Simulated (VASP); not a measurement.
# Al18N in VASP: notebook, part 2 of 2

VASP 6.6.1.

### 3 Single point, PBEsol

File INCAR:

```
SYSTEM = Al18N
PREC = Accurate
ENCUT = 520
EDIFF = 1E-7
ISMEAR = 0
SIGMA = 0.1
LREAL = Auto
LASPH = .TRUE.
NELM = 100
ALGO = Normal
ISIF = 2
LWAVE = .FALSE.
LCHARG = .FALSE.
GGA = PS
NBANDS = 44
```

File KPOINTS:

```
Automatic mesh
0
G
  2 4 1
  0 0 0
```

File POSCAR:

```
Al18N
1.0
   12.1500000000      0.0000000000      0.0000000000
    0.0000000000      5.7275650000      0.0000000000
    0.0000000000      0.0000000000     13.8637820000
Al N
18 1
Direct
    0.0000000000      0.0000000000      0.0721303900
    0.3333333300      0.0000000000      0.0721303900
    0.6666666700      0.0000000000      0.0721303900
    0.0000000000      0.4999999900      0.0721303900
    0.3333333300      0.4999999900      0.0721303900
    0.6666666700      0.4999999900      0.0721303900
    0.1659406215      0.2497961435      0.1671215694
    0.5008452545      0.2498181325      0.1735364964
    0.8355959890      0.2500814641      0.1664918998
    0.1617471044      0.7496933674      0.1980189709
    0.5058239360      0.7498620229      0.1792285487
    0.8335419653      0.7500274166      0.1646442537
   -0.0063513783      0.0258205000      0.2796513119
    0.3379036227      0.0011106699      0.2773459609
    0.6748171878     -0.0014274581      0.2763504988
   -0.0062881213      0.4734708261      0.2797339762
    0.3379472369      0.4983073805      0.2774072210
    0.6747371858      0.5010313292      0.2763287103
    0.0628016098      0.7497037435      0.3016014340
```

Potentials or basis: VASP PAW PBE potentials, release 64 (Al, N).

The run is started by

```
cat potpaw_PBE.64/Al/POTCAR potpaw_PBE.64/N/POTCAR > POTCAR
mpirun -np 1 vasp_std > vasp.out
```

OUTCAR:

```text
SYSTEM = Al18N
   PREC = Accurate
   ENCUT = 520
   EDIFF = 1E-7
   ISMEAR = 0
   LREAL = Auto
   LASPH = .TRUE.
   NELM = 100
   ISIF = 2
   GGA = PS

 ion  position               nearest neighbor table
   1  0.000  0.000  0.072-   9 2.78  12 2.79   7 2.80   4 2.86   4 2.86  13 2.88  10 2.99
   2  0.333  0.000  0.072-   7 2.81  14 2.85   8 2.86   5 2.86   5 2.86  11 2.94  10 3.07
   3  0.667  0.000  0.072-  12 2.79   9 2.82  15 2.83  11 2.84   8 2.84   6 2.86   6 2.86
   4  0.000  0.500  0.072-   9 2.78  12 2.79   7 2.80   1 2.86   1 2.86  16 2.88  10 2.99
   5  0.333  0.500  0.072-   7 2.82  17 2.85   8 2.86   2 2.86   2 2.86  11 2.94  10 3.07
   6  0.667  0.500  0.072-  12 2.79   9 2.82  18 2.83  11 2.84   8 2.84   3 2.86   3 2.86
   7  0.166  0.250  0.167-   1 2.80   4 2.80   2 2.81   5 2.82  10 2.90  10 2.90  16 2.91  13 2.91
                            14 2.95  17 2.95
   8  0.501  0.250  0.174-  17 2.83  14 2.83   3 2.84   6 2.84   2 2.86   5 2.86  11 2.87  11 2.87
                            18 2.93  15 2.93
   9  0.836  0.250  0.166-   4 2.78   1 2.78  16 2.79  13 2.79   6 2.82   3 2.82  12 2.86  12 2.86
                            18 2.86  15 2.87
  10  0.162  0.750  0.198-  19 1.87  14 2.80  17 2.80  13 2.82  16 2.82   7 2.90   7 2.90   4 2.99
                             1 2.99   5 3.07   2 3.07
  11  0.506  0.750  0.179-  18 2.84  15 2.84   6 2.84   3 2.84  14 2.84  17 2.84   8 2.87   8 2.87
                             5 2.94   2 2.94
  12  0.834  0.750  0.165-   1 2.79   4 2.79   3 2.79   6 2.79  15 2.85  18 2.86   9 2.86   9 2.86
                            13 2.97  16 2.97
  13  0.994  0.026  0.280-  19 1.82  16 2.56   9 2.79  10 2.82   1 2.88   7 2.91  12 2.97  16 3.16

  14  0.338  0.001  0.277-  10 2.80   8 2.83  11 2.84   2 2.85  17 2.85  17 2.88   7 2.95
  15  0.675  0.999  0.276-   3 2.83  11 2.84  18 2.85  12 2.85   9 2.87  18 2.88   8 2.93
  16  0.994  0.473  0.280-  19 1.82  13 2.56   9 2.79  10 2.82   4 2.88   7 2.91  12 2.97  13 3.16

  17  0.338  0.498  0.277-  10 2.80   8 2.83  11 2.84   5 2.85  14 2.85  14 2.88   7 2.95
  18  0.675  0.501  0.276-   6 2.83  11 2.84  15 2.85  12 2.86   9 2.86  15 2.88   8 2.93
  19  0.063  0.750  0.302-  13 1.82  16 1.82  10 1.87

  LATTYP: Found a simple orthorhombic cell.
 ALAT       =     5.7275650000
 B/A-ratio  =     2.1213203167
 C/A-ratio  =     2.4205368250

  Lattice vectors:

 A1 = (   0.0000000000,  -5.7275650000,   0.0000000000)
 A2 = (  12.1500000000,   0.0000000000,   0.0000000000)
 A3 = (   0.0000000000,   0.0000000000,  13.8637820000)

Analysis of symmetry for initial positions (statically):
=====================================================================
 Subroutine PRICEL returns:
 Original cell was already a primitive cell.

 Routine SETGRP: Setting up the symmetry group for a
 simple orthorhombic supercell.

 Subroutine GETGRP returns: Found  1 space group operations
 (whereof  1 operations were pure point group operations)
 out of a pool of  8 trial point group operations.

The static configuration has the point symmetry C_1 .

Analysis of symmetry for dynamics (positions and initial velocities):
=====================================================================
 Subroutine PRICEL returns:
 Original cell was already a primitive cell.

 Routine SETGRP: Setting up the symmetry group for a
 simple orthorhombic supercell.

 Subroutine GETGRP returns: Found  1 space group operations
 (whereof  1 operations were pure point group operations)
 out of a pool of  8 trial point group operations.

The dynamic configuration has the point symmetry C_1 .
[... 96 lines left out ...]
   k-points           NKPTS =      6   k-points in BZ     NKDIM =      6   number of bands    NBANDS=     44
   number of dos      NEDOS =    301   number of ions     NIONS =     19
   total plane-waves  NPLWV = 466560
   dimension x,y,z NGX =    90 NGY =   48 NGZ =  108
   dimension x,y,z NGXF=   180 NGYF=   96 NGZF=  216
   ions per type =              18   1
   NGX,Y,Z   is equivalent  to a cutoff of  12.31, 13.93, 12.95 a.u.
   NGXF,Y,Z  is equivalent  to a cutoff of  24.63, 27.86, 25.90 a.u.
 SYSTEM =  Al18N
   PREC   = accura    normal or accurate (medium, high low for compatibility)
   ISTART =      0    job   : 0-new  1-cont  2-samecut
   ICHARG =      2    charge: 1-file 2-atom 10-const
   ISPIN  =      1    spin polarized calculation?
   LNONCOLLINEAR =      F non collinear calculations
   LSORBIT =      F    spin-orbit coupling
   LASPH  =      T    aspherical Exc in radial PAW
   ENCUT  =  520.0 eV  38.22 Ry    6.18 a.u.  22.59 10.65 25.78*2*pi/ulx,y,z
   NELM   =    100;   NELMIN=  2; NELMDL= -5     # of ELM steps
   EDIFF  = 0.1E-06   stopping-criterion for ELM
   LREAL  =      T    real-space projection
   EDIFFG = 0.1E-05   stopping-criterion for IOM
   NSW    =      0    number of steps for IOM
   IBRION =     -1    ionic relax: 0-MD 1-quasi-New 2-CG
   NFREE  =      0    steps in history (QN), initial steepest desc. (CG)
   ISIF   =      2    stress and relaxation
   ISYM   =      2    0-nonsym 1-usesym 2-fastsym
   POTIM  = 0.5000    time-step for ionic-motion
   TEBEG  =    0.0;   TEEND  =   0.0 temperature during run
   PSTRESS=    0.0 pullay stress
   NELECT =      59.0000    total number of electrons
   NUPDOWN=      -1.0000    fix difference up-down
   EMIN   =  10.00;   EMAX   =-10.00  energy-range for DOS
   EFERMI =   0.00;   METHOD = LEGACY
   ISMEAR =     0;   SIGMA  =   0.10  broadening in eV -4-tet -1-fermi 0-gaus
   EFERMI_NEDOS =   21; number of points for ismear=-14 and -15
   IALGO  =     38    algorithm
   IMIX   =      4    mixing-type and parameters
     AMIX     =   0.40;   BMIX     =  1.00
     AMIX_MAG =   1.60;   BMIX_MAG =  1.00
  volume/ion in A,a.u.               =      50.78       342.67
  Fermi-wavevector in a.u.,A,eV,Ry     =   0.644985  1.218845  5.660097  0.416005
  Thomas-Fermi vector in A             =   1.712492
   LORBIT       =      0    0 simple, 1 ext, 2 COOP (PROOUT), +10 PAW based schemes
   GGA     = PS    functional components
   LHFCALC =     F    Hartree Fock is set to
   AEXX    =    0.0000 exact exchange contribution
   IVDW    =     0    specifies the selected vdW correction
   LEPSILON=     F    determine dielectric tensor
   LRPA    =     F    only Hartree local field effects (RPA)
 non-spin polarized calculation
 Gauss-broadening in eV      SIGMA  =   0.10
  energy-cutoff  :      520.00
  volume of cell :      964.78
 maximum number of plane-waves:     26014
   NGX = 45   NGY = 21   NGZ = 51

 number of electron      59.0000000 magnetization

 Free energy of the ion-electron system (eV)
  ---------------------------------------------------
  ext. energy  EPLUGINS =         0.00000000
  ---------------------------------------------------
  free energy    TOTEN  =       -73.45075795 eV

  energy without entropy =      -73.41814101  energy(sigma->0) =      -73.43444948

 E-fermi :  -0.4681     XC(G=0):  -4.6614

 val. band max:       -0.5354668129   @ k =   0.0000   0.0000   0.0000
 cond. band min:      -0.4648190291   @ k =   0.5000   0.0000   0.0000
 fundamental gap:      0.0706477838
 Fermi energy:        -0.4681038000

 k-point     1 :       0.0000    0.0000    0.0000
  band No.  band energies     occupation
      1     -15.0289      2.00000
      2      -9.8390      2.00000
      3      -9.0065      2.00000
      4      -8.6359      2.00000
      5      -6.3269      2.00000
      6      -6.3218      2.00000
[... 253 lines left out ...]
     40       2.0840      0.00000
     41       2.1064      0.00000
 [bands above 41 left out]

------------------------ aborting loop because EDIFF is reached ----------------------------------------

  FORCE on cell =-STRESS in cart. coord.  units (eV):
  Direction    XX          YY          ZZ          XY          YZ          ZX
  --------------------------------------------------------------------------------------
  -------------------------------------------------------------------------------------
  Total       -8.4006080    -25.2725776      0.0375779      0.0011127      0.0128784     -0.0090465
  in kB      -13.9506125    -41.9693358      0.0624044      0.0018478      0.0213867     -0.0150232
  external PRESSURE =     -18.6191813 kB  Pullay stress =       0.0000000 kB

 VOLUME and BASIS-vectors are now :
 -----------------------------------------------------------------------------
  energy-cutoff  :      520.00
  volume of cell :      964.78
      direct lattice vectors                 reciprocal lattice vectors
    12.150000000  0.000000000  0.000000000     0.082304527  0.000000000  0.000000000
     0.000000000  5.727565000  0.000000000     0.000000000  0.174594265  0.000000000
     0.000000000  0.000000000 13.863782000     0.000000000  0.000000000  0.072130390

 POSITION                                       TOTAL-FORCE (eV/Angst)
 -----------------------------------------------------------------------------------
      0.00000      0.00000      1.00000         0.114997      0.203568      0.022203
      4.05000      0.00000      1.00000        -0.087642     -0.049450      0.051519
      8.10000      0.00000      1.00000        -0.029727     -0.088493     -0.087964
      0.00000      2.86378      1.00000         0.115338     -0.204560      0.023723
      4.05000      2.86378      1.00000        -0.087802      0.047945      0.053459
      8.10000      2.86378      1.00000        -0.030269      0.088589     -0.088274
[... 11 lines left out ...]
      8.19806      2.86969      3.83096         0.002417      0.001841      0.002593
      0.76304      4.29398      4.18134         0.002749     -0.000605      0.020356
 -----------------------------------------------------------------------------------
    total drift:                                0.005252     -0.002061     -0.003078

  FREE ENERGIE OF THE ION-ELECTRON SYSTEM (eV)
  ---------------------------------------------------
  free  energy   TOTEN  =       -73.4507579473 eV

  energy  without entropy=      -73.4181410060  energy(sigma->0) =      -73.43444948
```

Run time: 5.7 min. Hardware: 1 thread of Intel Xeon 6975P-C (Granite Rapids), shared host; peak memory 0.9 GiB.

What came out:

- Free energy: -73.4508 eV
- Largest force: 0.236 eV/Å
- Band gap on the k mesh: zero (an odd number of electrons rules out a gap without spin polarisation)

Forces in eV/Å, atoms in the order of the input:
```
Al   0.115  0.204  0.022
Al  -0.088 -0.049  0.052
Al  -0.030 -0.088 -0.088
Al   0.115 -0.205  0.024
Al  -0.088  0.048  0.053
Al  -0.030  0.089 -0.088
Al   0.003  0.000  0.001
Al  -0.001  0.001  0.000
Al  -0.003 -0.001 -0.001
Al   0.016  0.000 -0.012
Al   0.002  0.001  0.001
Al   0.003 -0.001  0.002
Al  -0.010  0.016  0.002
Al   0.001 -0.001  0.005
Al   0.002  0.000  0.002
Al  -0.011 -0.016 -0.002
Al  -0.001  0.002  0.003
Al   0.002  0.002  0.003
N    0.003 -0.001  0.020
```

Levels at points of the mesh, in eV from the Fermi level:
```
           k point  band 26  band 27  band 28  band 29  band 30  band 31  band 32  band 33
(0.00, 0.00, 0.00)    -1.19    -0.99    -0.93    -0.89    -0.60    -0.44    -0.07     0.50
(0.50, 0.00, 0.00)    -1.10    -0.80    -0.45    -0.43     0.00     0.49     0.52     0.57
(0.00, 0.50, 0.00)    -0.38    -0.32    -0.28    -0.24    -0.21     0.46     0.55     0.84
(0.50, 0.50, 0.00)    -0.68    -0.48    -0.11     0.06     0.55     0.57     0.84     0.97
```

Caveat: there is no dipole correction, which matters where the two faces differ; the PAW data sets were made with another functional, which shifts forces and pressure a little.

The gap in the log of VASP goes by the Fermi energy; the results here count the filled bands.